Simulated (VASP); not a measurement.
# K3TbTe2 (R-3m) in VASP: notebook

Runs on K3TbTe2. Level: PBE. Tasks: relaxation of cell and atoms, single point.

Everything below comes from runs of VASP 6.6.1. Logs are shortened: lines on timing, memory, paths and dates and some standing lists are left out, and cuts for length are marked.

### Step 1. The cell of the first run

Symmetry: R-3m, No. 166, trigonal system. The conventional cell has a = 6.154 Å, b = 6.154 Å, c = 19.322 Å, α = 90.00°, β = 90.00°, γ = 120.00°. Within 4.1 Å of K (site symmetry 2/m) lie 4 K at 3.08 Å and 2 Tb at 3.68 Å and 4 Te at 3.82 Å. Within 4.8 Å of Tb (site symmetry -3m) lie 6 K at 3.68 Å and 6 Te at 3.68 Å. Within 4.8 Å of Te (site symmetry 3m) lie 3 Tb at 3.68 Å and 9 K at 3.82 to 4.54 Å and 4 Te at 4.04 to 4.52 Å.

The cell was generated, and may not be a known phase.

### Step 2. Relaxation of cell and atoms, PBE

Input file INCAR:

```
PREC = Accurate
ENCUT = 500
EDIFF = 1E-7
ISMEAR = 0
SIGMA = 0.1
LREAL = F
LASPH = T
NELM = 200
ALGO = Normal
ISIF = 3
LWAVE = F
LCHARG = F
GGA = PE
IBRION = 2
NSW = 100
EDIFFG = -0.01
GGA_COMPAT = F
NELMIN = 4
LMAXMIX = 6
```

Input file KPOINTS:

```
regular mesh
0
Gamma
  6 6 6
```

Input file POSCAR:

```
K3TbTe2
1.0
    3.0769351843      1.7764693569      6.4407047723
   -3.0769351843      1.7764693569      6.4407047723
    0.0000000000     -3.5529387138      6.4407047723
K Tb Te
3 1 2
Direct
    0.0000000000      0.5000000000      0.5000000000
    0.5000000000      0.0000000000      0.5000000000
    0.5000000000      0.5000000000      0.0000000000
    0.5000000000      0.5000000000      0.5000000000
    0.8829746761      0.8829746761      0.8829746761
    0.1170253239      0.1170253239      0.1170253239
```

Potentials or basis: VASP PAW PBE potentials, release 64 (K_sv, Tb_3, Te), 4f in core.

The run is started by

```sh
cat potpaw_PBE.64/K_sv/POTCAR potpaw_PBE.64/Tb_3/POTCAR potpaw_PBE.64/Te/POTCAR > POTCAR
mpirun -np 1 vasp_std > vasp.out
```

OUTCAR:

```text
PREC = Accurate
   ENCUT = 500
   EDIFF = 1E-7
   ISMEAR = 0
   LREAL = F
   LASPH = T
   NELM = 200
   ISIF = 3
   GGA = PE
   IBRION = 2
   NSW = 100
   EDIFFG = -0.01
   NELMIN = 4

 ion  position               nearest neighbor table
   1  0.000  0.500  0.500-   3 3.08   3 3.08   2 3.08   2 3.08   4 3.68   4 3.68
   2  0.500  0.000  0.500-   3 3.08   3 3.08   1 3.08   1 3.08   4 3.68   4 3.68
   3  0.500  0.500  0.000-   1 3.08   2 3.08   2 3.08   1 3.08   4 3.68   4 3.68
   4  0.500  0.500  0.500-   3 3.68   3 3.68   1 3.68   2 3.68   2 3.68   1 3.68   6 3.68   5 3.68
                             6 3.68   5 3.68   6 3.68   5 3.68
   5  0.883  0.883  0.883-   4 3.68   4 3.68   4 3.68
   6  0.117  0.117  0.117-   4 3.68   4 3.68   4 3.68

  LATTYP: Found a trigonal (rhomboedric) cell.
 ALAT       =     7.3556815774
 COS(alpha) =     0.6500380319

  Lattice vectors:

 A1 = (   3.0769351843,   1.7764693569,   6.4407047723)
 A2 = (  -3.0769351843,   1.7764693569,   6.4407047723)
 A3 = (   0.0000000000,  -3.5529387138,   6.4407047723)

Analysis of symmetry for initial positions (statically):
=====================================================================
 Subroutine PRICEL returns:
 Original cell was already a primitive cell.

 Routine SETGRP: Setting up the symmetry group for a
 trigonal (rhombohedral) supercell.

 Subroutine GETGRP returns: Found 12 space group operations
 (whereof 12 operations were pure point group operations)
 out of a pool of 12 trial point group operations.

The static configuration has the point symmetry D_3d.

Analysis of symmetry for dynamics (positions and initial velocities):
=====================================================================
 Subroutine PRICEL returns:
 Original cell was already a primitive cell.

 Routine SETGRP: Setting up the symmetry group for a
 trigonal (rhombohedral) supercell.

 Subroutine GETGRP returns: Found 12 space group operations
 (whereof 12 operations were pure point group operations)
 out of a pool of 12 trial point group operations.

The dynamic configuration has the point symmetry D_3d.

 Subroutine INISYM returns: Found 12 space group operations
 (whereof 12 operations are pure point group operations),
 and found     1 'primitive' translations

----------------------------------------------------------------------------------------

                                     Primitive cell

  volume of cell :     211.2325

  direct lattice vectors                    reciprocal lattice vectors
     3.076935184  1.776469357  6.440704772     0.162499361  0.093819050  0.051754171
    -3.076935184  1.776469357  6.440704772    -0.162499361  0.093819050  0.051754171
     0.000000000 -3.552938714  6.440704772     0.000000000 -0.187638099  0.051754171

  length of vectors
     7.355681577  7.355681577  7.355681577     0.194644677  0.194644677  0.194644677

  position of ions in fractional coordinates (direct lattice)
     0.000000000  0.500000000  0.500000000
     0.500000000  0.000000000  0.500000000
     0.500000000  0.500000000  0.000000000
     0.500000000  0.500000000  0.500000000
     0.882974676  0.882974676  0.882974676
     0.117025324  0.117025324  0.117025324

  ion indices of the primitive-cell ions
   primitive index   ion index
                 1           1
                 2           2
                 3           3
                 4           4
                 5           5
                 6           6

----------------------------------------------------------------------------------------

 KPOINTS: regular mesh

Automatic generation of k-mesh.
 Grid dimensions read from file:
 generate k-points for:    6    6    6

 Generating k-lattice:

  Cartesian coordinates                     Fractional coordinates (reciprocal lattice)
     0.027083227  0.015636508  0.008625695     0.166666667 -0.000000000  0.000000000
    -0.027083227  0.015636508  0.008625695    -0.000000000  0.166666667  0.000000000
     0.000000000 -0.031273017  0.008625695     0.000000000  0.000000000  0.166666667

  Length of vectors
     0.032440780  0.032440780  0.032440780

  Shift w.r.t. Gamma in fractional coordinates (k-lattice)
     0.000000000  0.000000000  0.000000000

 Subroutine IBZKPT returns following result:
 ===========================================

 Found     32 irreducible k-points:

 Following reciprocal coordinates:
            Coordinates               Weight
  0.000000  0.000000  0.000000      1.000000
  0.166667  0.000000  0.000000      6.000000
  0.333333 -0.000000  0.000000      6.000000
  0.500000 -0.000000 -0.000000      3.000000
  0.166667  0.166667  0.000000      6.000000
  0.333333  0.166667 -0.000000     12.000000
[... 16 lines left out ...]
  0.500000  0.500000  0.166667      6.000000
 -0.333333  0.500000  0.166667     12.000000
 [... further k-points ...]
   k-points           NKPTS =     32   k-points in BZ     NKDIM =     32   number of bands    NBANDS=     28
   number of dos      NEDOS =    301   number of ions     NIONS =      6
   total plane-waves  NPLWV = 157464
   dimension x,y,z NGX =    54 NGY =   54 NGZ =   54
   dimension x,y,z NGXF=   108 NGYF=  108 NGZF=  108
   ions per type =               3   1   2
   NGX,Y,Z   is equivalent  to a cutoff of  12.20, 12.20, 12.20 a.u.
   NGXF,Y,Z  is equivalent  to a cutoff of  24.41, 24.41, 24.41 a.u.
 SYSTEM =  unknown system
   PREC   = accura    normal or accurate (medium, high low for compatibility)
   ISTART =      0    job   : 0-new  1-cont  2-samecut
   ICHARG =      2    charge: 1-file 2-atom 10-const
   ISPIN  =      1    spin polarized calculation?
   LNONCOLLINEAR =      F non collinear calculations
   LSORBIT =      F    spin-orbit coupling
   LASPH  =      T    aspherical Exc in radial PAW
   ENCUT  =  500.0 eV  36.75 Ry    6.06 a.u.  13.41 13.41 13.41*2*pi/ulx,y,z
   NELM   =    200;   NELMIN=  4; NELMDL= -5     # of ELM steps
   EDIFF  = 0.1E-06   stopping-criterion for ELM
   LREAL  =      F    real-space projection
   EDIFFG = -.1E-01   stopping-criterion for IOM
   NSW    =    100    number of steps for IOM
   IBRION =      2    ionic relax: 0-MD 1-quasi-New 2-CG
   NFREE  =      1    steps in history (QN), initial steepest desc. (CG)
   ISIF   =      3    stress and relaxation
   ISYM   =      2    0-nonsym 1-usesym 2-fastsym
   POTIM  = 0.5000    time-step for ionic-motion
   TEBEG  =    0.0;   TEEND  =   0.0 temperature during run
   PSTRESS=    0.0 pullay stress
   NELECT =      48.0000    total number of electrons
   NUPDOWN=      -1.0000    fix difference up-down
   EMIN   =  10.00;   EMAX   =-10.00  energy-range for DOS
   EFERMI =   0.00;   METHOD = LEGACY
   ISMEAR =     0;   SIGMA  =   0.10  broadening in eV -4-tet -1-fermi 0-gaus
   EFERMI_NEDOS =   21; number of points for ismear=-14 and -15
   IALGO  =     38    algorithm
   IMIX   =      4    mixing-type and parameters
     AMIX     =   0.40;   BMIX     =  1.00
     AMIX_MAG =   1.60;   BMIX_MAG =  1.00
  volume/ion in A,a.u.               =      35.21       237.58
  Fermi-wavevector in a.u.,A,eV,Ry     =   0.999007  1.887849 13.578806  0.998014
  Thomas-Fermi vector in A             =   2.131268
   LORBIT       =      0    0 simple, 1 ext, 2 COOP (PROOUT), +10 PAW based schemes
   GGA     = PE    functional components
   LHFCALC =     F    Hartree Fock is set to
   AEXX    =    0.0000 exact exchange contribution
   IVDW    =     0    specifies the selected vdW correction
   LEPSILON=     F    determine dielectric tensor
   LRPA    =     F    only Hartree local field effects (RPA)
 conjugate gradient relaxation of ions
 non-spin polarized calculation
 Gauss-broadening in eV      SIGMA  =   0.10
  energy-cutoff  :      500.00
  volume of cell :      211.23
 maximum number of plane-waves:      5393
 NGX is ok and might be reduce to    54
   NGX = 27   NGY = 27   NGZ = 27

 number of electron      48.0000001 magnetization

 Free energy of the ion-electron system (eV)
  ---------------------------------------------------
  ext. energy  EPLUGINS =         0.00000000
  ---------------------------------------------------
  free energy    TOTEN  =       -14.98791212 eV

  energy without entropy =      -14.98510530  energy(sigma->0) =      -14.98650871

 E-fermi :   3.6835     XC(G=0):  -8.3861

 val. band max:        3.6411172314   @ k =  -0.3333   0.5000   0.3333
 cond. band min:       3.7631874784   @ k =   0.0000   0.0000   0.0000
 fundamental gap:      0.1220702470
 Fermi energy:         3.6834971226

 k-point     1 :       0.0000    0.0000    0.0000
  band No.  band energies     occupation
      1     -29.1310      2.00000
      2     -28.8527      2.00000
      3     -28.8527      2.00000
      4     -20.7299      2.00000
      5     -20.7299      2.00000
      6     -20.4378      2.00000
[... 20 lines left out ...]
     27       4.2825      0.00000
     28       4.7772      0.00000

 k-point     2 :       0.1667    0.0000    0.0000
  band No.  band energies     occupation
      1     -29.1152      2.00000
      2     -28.8698      2.00000
      3     -28.8528      2.00000
      4     -20.7302      2.00000
      5     -20.7300      2.00000
      6     -20.4375      2.00000
[... 20 lines left out ...]
     27       4.4045      0.00000
     28       5.0341      0.00000

 k-point     3 :       0.3333   -0.0000    0.0000
  band No.  band energies     occupation
      1     -29.0740      2.00000
      2     -28.9137      2.00000
      3     -28.8531      2.00000
      4     -20.7308      2.00000
      5     -20.7301      2.00000
      6     -20.4368      2.00000
[... 616 lines left out ...]
      3     -28.8531      2.00000
      4     -20.7308      2.00000
      5     -20.7297      2.00000
      6     -20.4349      2.00000
[... 20 lines left out ...]
     27       4.4611      0.00000
     28       5.1865      0.00000

 k-point    24 :      -0.3333    0.5000    0.1667
  band No.  band energies     occupation
      1     -29.0408      2.00000
      2     -28.9482      2.00000
      3     -28.8533      2.00000
      4     -20.7310      2.00000
      5     -20.7300      2.00000
      6     -20.4352      2.00000
[... 20 lines left out ...]
     27       4.5767      0.00000
     28       5.0442      0.00000

 [... further k-points ...]

------------------------ aborting loop because EDIFF is reached ----------------------------------------

  FORCE on cell =-STRESS in cart. coord.  units (eV):
  Direction    XX          YY          ZZ          XY          YZ          ZX
  --------------------------------------------------------------------------------------
  -------------------------------------------------------------------------------------
  Total        0.0131580      0.0131580      0.0577591      0.0000000      0.0000000     -0.0000000
  in kB        0.0998021      0.0998021      0.4380969      0.0000000      0.0000000     -0.0000000
  external PRESSURE =       0.2125670 kB  Pullay stress =       0.0000000 kB

 VOLUME and BASIS-vectors are now :
 -----------------------------------------------------------------------------
  energy-cutoff  :      500.00
  volume of cell :      211.23
      direct lattice vectors                 reciprocal lattice vectors
     3.076935184  1.776469357  6.440704772     0.162499361  0.093819050  0.051754171
    -3.076935184  1.776469357  6.440704772    -0.162499361  0.093819050  0.051754171
     0.000000000 -3.552938714  6.440704772     0.000000000 -0.187638099  0.051754171

 POSITION                                       TOTAL-FORCE (eV/Angst)
 -----------------------------------------------------------------------------------
     -1.53847     -0.88823      6.44070        -0.000000      0.000000      0.000000
      1.53847     -0.88823      6.44070         0.000000      0.000000     -0.000000
      0.00000      1.77647      6.44070         0.000000      0.000000      0.000000
      0.00000      0.00000      9.66106         0.000000      0.000000      0.000000
      0.00000      0.00000     17.06094         0.000000     -0.000000     -0.004733
      0.00000      0.00000      2.26118         0.000000     -0.000000      0.004733
 -----------------------------------------------------------------------------------
    total drift:                               -0.000000     -0.000000      0.000000

  FREE ENERGIE OF THE ION-ELECTRON SYSTEM (eV)
  ---------------------------------------------------
  free  energy   TOTEN  =       -14.9879121183 eV

  energy  without entropy=      -14.9851053004  energy(sigma->0) =      -14.98650871

 reached required accuracy - stopping structural energy minimisation
```

It took 4.8 min on 1 thread of Intel Xeon Platinum 8488C (Sapphire Rapids), shared host; peak memory 0.47 GiB.

What came out:

```
Free energy                  : -14.9879 eV
Pressure after relaxing      : 0.0 GPa
Largest force after relaxing : 0.005 eV/Å
Band gap on the k mesh       : zero (bands 24 and 25 overlap by 0.09 eV)
```

Forces in eV/Å, atoms in the order of the input:
```
K    0.000  0.000  0.000
K    0.000  0.000  0.000
K    0.000  0.000  0.000
Tb   0.000  0.000  0.000
Te   0.000  0.000 -0.005
Te   0.000  0.000  0.005
```

Final structure:
```cif
data_structure
_symmetry_space_group_name_H-M 'P 1'
_symmetry_Int_Tables_number 1
_cell_length_a 7.3557
_cell_length_b 7.3557
_cell_length_c 7.3557
_cell_angle_alpha 49.456
_cell_angle_beta 49.456
_cell_angle_gamma 49.456
_cell_volume 211.23
loop_
_atom_site_label
_atom_site_type_symbol
_atom_site_fract_x
_atom_site_fract_y
_atom_site_fract_z
_atom_site_occupancy
K1 K 0.00000 0.50000 0.50000 1
K2 K 0.50000 0.00000 0.50000 1
K3 K 0.50000 0.50000 0.00000 1
Tb1 Tb 0.50000 0.50000 0.50000 1
Te1 Te 0.88297 0.88297 0.88297 1
Te2 Te 0.11703 0.11703 0.11703 1
```

Caveat: the relaxation stopped at its first step, so nothing moved; spin-orbit coupling is left out, which moves the levels of the heavy elements; the 4f electrons are frozen in the core, so they carry no moment and show no levels. Spin polarisation is off, so any magnetic state and its effect on volume and gap are missing.

### Step 3. Single point, PBE

Input file INCAR:

```
PREC = Accurate
ENCUT = 500
EDIFF = 1E-6
ISMEAR = 0
SIGMA = 0.1
LREAL = F
LASPH = T
NELM = 200
ALGO = Normal
ISIF = 2
LWAVE = F
LCHARG = T
GGA = PE
LELF = T
LVHAR = T
NBANDS = 33
GGA_COMPAT = F
LMAXMIX = 6
```

Input file KPOINTS:

```
Automatic mesh
0
Gamma
  9 9 9
  0.5 0.5 0.5
```

POSCAR is that of step 2.

Potentials or basis: VASP PAW PBE potentials, release 64 (K_sv, Tb_3, Te), 4f in core.

The run is started by

```sh
cat potpaw_PBE.64/K_sv/POTCAR potpaw_PBE.64/Tb_3/POTCAR potpaw_PBE.64/Te/POTCAR > POTCAR
mpirun -np 1 vasp_std > vasp.out
```

OUTCAR:

```text
PREC = Accurate
   ENCUT = 500
   EDIFF = 1E-6
   ISMEAR = 0
   LREAL = F
   LASPH = T
   NELM = 200
   ISIF = 2
   GGA = PE

 ion  position               nearest neighbor table
   1  0.000  0.500  0.500-   3 3.08   3 3.08   2 3.08   2 3.08   4 3.68   4 3.68
   2  0.500  0.000  0.500-   3 3.08   3 3.08   1 3.08   1 3.08   4 3.68   4 3.68
   3  0.500  0.500  0.000-   1 3.08   2 3.08   2 3.08   1 3.08   4 3.68   4 3.68
   4  0.500  0.500  0.500-   3 3.68   3 3.68   1 3.68   2 3.68   2 3.68   1 3.68   6 3.68   5 3.68
                             6 3.68   5 3.68   6 3.68   5 3.68
   5  0.883  0.883  0.883-   4 3.68   4 3.68   4 3.68
[... 1074 lines left out ...]
  Total        0.0164117      0.0164117      0.0707076      0.0000000     -0.0000000      0.0000000
  in kB        0.1244808      0.1244808      0.5363098      0.0000000     -0.0000000      0.0000000
  external PRESSURE =       0.2617571 kB  Pullay stress =       0.0000000 kB

 VOLUME and BASIS-vectors are now :
 -----------------------------------------------------------------------------
  energy-cutoff  :      500.00
  volume of cell :      211.23
      direct lattice vectors                 reciprocal lattice vectors
     3.076935184  1.776469357  6.440704772     0.162499361  0.093819050  0.051754171
    -3.076935184  1.776469357  6.440704772    -0.162499361  0.093819050  0.051754171
     0.000000000 -3.552938714  6.440704772     0.000000000 -0.187638099  0.051754171

 POSITION                                       TOTAL-FORCE (eV/Angst)
 -----------------------------------------------------------------------------------
     -1.53847     -0.88823      6.44070         0.000000      0.000000     -0.000000
      1.53847     -0.88823      6.44070         0.000000      0.000000     -0.000000
      0.00000      1.77647      6.44070         0.000000      0.000000     -0.000000
      0.00000      0.00000      9.66106        -0.000000      0.000000     -0.000000
      0.00000      0.00000     17.06094         0.000000      0.000000     -0.004403
      0.00000      0.00000      2.26118         0.000000     -0.000000      0.004403
 -----------------------------------------------------------------------------------
    total drift:                                0.000000     -0.000000      0.000000

  FREE ENERGIE OF THE ION-ELECTRON SYSTEM (eV)
  ---------------------------------------------------
  free  energy   TOTEN  =       -14.9875149170 eV

  energy  without entropy=      -14.9843331136  energy(sigma->0) =      -14.98592402
```

Wall time 14 min (1 thread of Intel Xeon Platinum 8488C (Sapphire Rapids), shared host); peak memory 0.75 GiB.

What came out:

```yaml
Free_energy: -14.9875 eV
Pressure: 0.0 GPa
Largest_force: 0.004 eV/Å
Band_gap_on_the_k_mesh: zero (bands 24 and 25 overlap by 0.09 eV)
```

Forces in eV/Å, atoms in the order of the input:
```
K    0.000  0.000  0.000
K    0.000  0.000  0.000
K    0.000  0.000  0.000
Tb   0.000  0.000  0.000
Te   0.000  0.000 -0.004
Te   0.000  0.000  0.004
```

Levels at points of the mesh, in eV from the Fermi level:
```csv
k point,band 21,band 22,band 23,band 24,band 25,band 26,band 27,band 28
"(0.50, 0.50, 0.50)",-2.15,-2.00,-2.00,-0.28,-0.12,0.68,0.68,1.32
```

Caveat: spin-orbit coupling is left out, which moves the levels of the heavy elements; the 4f electrons are frozen in the core, so they carry no moment and show no levels.

The gap in the log of VASP goes by the Fermi energy; the results here count the filled bands.